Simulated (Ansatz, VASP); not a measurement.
One calculation of Y2AlN3, two programs

```
Y Al N
1.0
     3.32860   -0.00087    0.00110
    -0.00140    5.72879   -0.01228
     0.00310   -0.01669    7.97236
Y Al N
4 2 6
Direct
  0.99985 0.33434 0.68188
  0.49977 0.83435 0.68188
  0.50013 0.16562 0.31809
  0.00025 0.66563 0.31809
  0.99974 0.00003 0.99999
  0.50023 0.50003 0.99999
  0.00041 0.33080 0.14029
  0.50058 0.83081 0.14030
  0.49959 0.16919 0.85973
  0.99943 0.66920 0.85975
  0.99997 0.00001 0.50001
  0.50005 0.50001 0.50000
```

Change from the starting cell: cell x2, atoms moved at random (sigma 0.15 Å) and cell strained at random (1.5 %), then relaxed without symmetry.

Alike in both runs: functional PBE; k mesh 4 × 2 × 2; occupations gaussian, width 0.1 eV; no spin polarisation.

Ansatz relaxed the structure, and its values are those at the end. VASP's run is a single point on that final structure, the one shown.

```csv
,VASP,Ansatz
version,VASP 6.6.1,Ansatz 0.2.0
potentials or method,"VASP PAW PBE potentials, release 64 (Y_sv, Al, N), cutoff 520 eV","scalar-relativistic, plane waves, PAW"
valence electrons in the cell,80,80
```

Ansatz gave:

| Item | Value |
| --- | --- |
| gap on the k mesh at the Fermi level (eV) | 0.51 |
| least direct gap on the mesh (eV) | 0.51 |
| pressure (GPa) | -0.1 |

Question: Estimate VASP's values.

Answer: gap on the k mesh at the Fermi level (eV): 0.51; least direct gap on the mesh (eV): 0.51; pressure (GPa): -0.3.

The k mesh is coarse, so the values compare programs but aren't converged.
